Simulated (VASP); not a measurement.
**Li2Se: single point with r2SCAN**

Crystal: Li2Se.

```
Li Se
1.0
     0.00000    2.99346    2.99346
     2.99346    0.00000    2.99346
     2.99346    2.99346    0.00000
Li Se
2 1
Direct
  0.25000 0.25000 0.25000
  0.75000 0.75000 0.75000
  0.00000 0.00000 0.00000
```

```yaml
Program: VASP 6.6.1
Task: single point
Functional: r2SCAN
Potentials_or_basis: VASP PAW PBE potentials, release 64 (Li_sv, Se)
Cutoff: 830 eV
k_mesh: 8 × 8 × 8
Occupations: gaussian, width 0.01 eV
Spin: no spin polarisation
```

```
Pressure               : -0.2 GPa
Band gap on the k mesh : 3.46 eV (least direct gap 4.18 eV)
```

Levels at points of the mesh, in eV from the valence-band top:
```
           k point  band 4  band 5  band 6  band 7  band 8  band 9
(0.00, 0.00, 0.00)    0.00    0.00    0.00    4.18    6.31    6.31
(0.50, 0.00, 0.00)   -2.92   -0.53   -0.53    5.98    6.60    6.60
(0.50, 0.50, 0.00)   -2.27   -1.45   -1.45    3.46    7.00   11.37
```

Run time: 80 s on 1 thread of Intel(R) Xeon(R) 6975P-C (Granite Rapids) (shared host), peak memory 0.27 GiB.

Caveat: the PAW data sets were made with another functional, which shifts forces and pressure a little. A k mesh can miss the band edges.
